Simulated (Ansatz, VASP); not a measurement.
## One calculation of AlNi3, two programs

```xyz
4
Lattice="0.0000 2.7984 2.7984 2.7984 0.0000 2.7984 2.7984 2.7984 0.0000" Properties=species:S:1:pos:R:3 pbc="T T T"
Al    2.7984    2.7984    2.7984
Ni    1.3992    1.3992    1.3992
Ni    0.0000    0.0000    0.0000
Ni    4.1976    4.1976    4.1976
```

Alike in both runs: functional PBEsol; k mesh 14 × 14 × 14; occupations gaussian, width 0.1 eV; no spin polarisation.

Ansatz relaxed the structure, and its values are those at the end. VASP's run is a single point on that final structure, the one shown.

|  | VASP | Ansatz |
| --- | --- | --- |
| version | VASP 6.6.1 | Ansatz 0.2.0 |
| potentials or method | VASP PAW PBE potentials, release 64 (Al, Ni), cutoff 520 eV | scalar-relativistic, plane waves, PAW |
| valence electrons in the cell | 33 | 57 |

Ansatz gave:

```
gap on the k mesh at the Fermi level (eV) : none
pressure (GPa)                            : 0.0
```

Problem. What did VASP give for the same quantities?

Solution. gap on the k mesh at the Fermi level (eV): none; pressure (GPa): 0.1.

VASP's potentials were made for PBE, not for PBEsol. A gap of «none» marks a metal or a gap that the smearing closes. VASP's potentials hold 33 valence electrons a cell and Ansatz's 57, so a difference there can come from the potentials and not from the codes.
